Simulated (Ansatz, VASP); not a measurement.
# Two plane-wave programs on AlSi2

```
Al Si
1.0
     5.19085    0.00000    0.00000
     0.00000    5.19085    0.00000
     0.00000    0.00000    4.57180
Al Si
2 4
Direct
  0.00000 0.00000 0.00000
  0.50000 0.50000 0.50000
  0.33657 0.33657 0.00000
  0.16343 0.83657 0.50000
  0.66343 0.66343 0.00000
  0.83657 0.16343 0.50000
```

Alike in both runs: functional PBE; k mesh 8 × 8 × 10; occupations gaussian, width 0.1 eV; no spin polarisation.

Ansatz relaxed the structure, and its values are those at the end. VASP's run is a single point on that final structure, the one shown.

```csv
,VASP,Ansatz
version,VASP 6.6.1,Ansatz 0.2.0
potentials or method,"VASP PAW PBE potentials, release 64 (Al, Si), cutoff 520 eV","scalar-relativistic, plane waves, PAW"
valence electrons in the cell,22,22
```

```tsv
	VASP	Ansatz	Ansatz less VASP
gap on the k mesh at the Fermi level (eV)	none	none	-
pressure (GPa)	0.0	0.0	+0.03
```

A gap of «none» marks a metal or a gap that the smearing closes. With one functional, cell and mesh, what is left measures potentials, basis and numerics.
